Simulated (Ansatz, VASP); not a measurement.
## Two plane-wave programs on La

```xyz
4
Lattice="3.7140 0.0000 0.0000 -1.8570 3.2164 0.0000 0.0000 0.0000 11.9306" Properties=species:S:1:pos:R:3 pbc="T T T"
La    3.7140    0.0000   11.9306
La    3.7140    0.0000    5.9653
La    0.0000    2.1443    8.9480
La    1.8570    1.0721    2.9827
```

Alike in both runs: task single point; functional revPBE; k mesh 13 × 13 × 4; occupations fermi-dirac, width 0.1 eV; no spin polarisation.

|  | VASP | Ansatz |
| --- | --- | --- |
| version | VASP 6.6.1 | Ansatz 0.2.0 |
| potentials or method | VASP PAW PBE potentials, release 64 (La), cutoff 520 eV | plane waves (420 eV) with PAW, scalar-relativistic |
| valence electrons in the cell | 44 | 44 |

|  | VASP | Ansatz | Ansatz less VASP |
| --- | --- | --- | --- |
| pressure (GPa) | 2.2 | 2.2 | -0.08 |

VASP's potentials were made for PBE, not for revPBE.

Spin-orbit coupling is off throughout.
